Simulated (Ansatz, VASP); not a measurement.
**Two plane-wave programs on Ge**

```
Ge
1.0
     2.94135   -3.74673    0.00000
     2.94135    3.74673    0.00000
     0.00000    0.00000    3.52216
Ge
4
Direct
  0.24913 0.24913 0.84090
  0.75087 0.75087 0.84090
  0.76171 0.23829 0.34121
  0.23829 0.76171 0.34121
```

Alike in both runs: functional PBE; k mesh 4 × 4 × 4; occupations gaussian, width 0.1 eV; no spin polarisation.

Ansatz relaxed the structure, and its values are those at the end. VASP's run is a single point on that final structure, the one shown.

|  | VASP | Ansatz |
| --- | --- | --- |
| version | VASP 6.6.1 | Ansatz 0.2.0 |
| potentials or method | VASP PAW PBE potentials, release 64 (Ge_d), cutoff 520 eV | scalar-relativistic, plane waves, PAW |
| valence electrons in the cell | 56 | 56 |

Ansatz gave:

| Quantity | Value |
| --- | --- |
| gap on the k mesh at the Fermi level (eV) | none |
| pressure (GPa) | 0.1 |
| rms of the force components (eV/Å) | 0.003 |

Estimate VASP's values.

gap on the k mesh at the Fermi level (eV): none; pressure (GPa): 0.2; rms of the force components (eV/Å): 0.004.

A gap of «none» marks a metal or a gap that the smearing closes.

The k mesh is coarse, so the values compare programs but aren't converged.
